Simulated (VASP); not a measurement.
Here is a VASP 6.6.1 calculation.

Contents of INCAR:

```
PREC = Accurate ; ENCUT = 520
EDIFF = 1E-6 ; ISMEAR = -1
SIGMA = 0.1 ; LREAL = False
LASPH = True ; NELM = 80
ALGO = Normal ; ISIF = 2
LWAVE = False ; LCHARG = True
GGA = PE ; LELF = True
LVHAR = True ; NBANDS = 51
```

KPOINTS

```
Automatic mesh
0
Gamma
  12 8 1
```

The input POSCAR:

```
Ru
1.0
    2.7211623488      0.0000000000      0.0000000000
    0.0000000000      4.2959980363      0.0000000000
    0.0000000000      0.0000000000     21.4987000000
Ru
6
Direct
    0.7500000000      0.7500000000      0.3782574067
    0.2500000000      0.2500000000      0.4083088338
    0.2500000000      0.7500000000      0.4828233927
    0.7500000000      0.2500000000      0.5171766075
    0.7500000000      0.7500000000      0.5916911660
    0.2500000000      0.2500000000      0.6217425933
```

Potentials or basis: VASP PAW PBE potentials, release 64 (Ru_pv).

Command:

```sh
$ cat potpaw_PBE.64/Ru_pv/POTCAR > POTCAR
$ mpirun -np 1 vasp_std > vasp.out
```

Task: Estimate the band gap on the k mesh.

Result: Zero (band 42 reaches 1.69 eV, above the bottom of band 43 at 0.43 eV).

Task: Predict the largest force.

Result: 0.006 eV/Å.

Forces in eV/Å, atoms in the order of the input:
```
Ru   0.000  0.000 -0.006
Ru   0.000  0.000 -0.004
Ru   0.000  0.000 -0.001
Ru   0.000  0.000  0.001
Ru   0.000  0.000  0.004
Ru   0.000  0.000  0.006
```
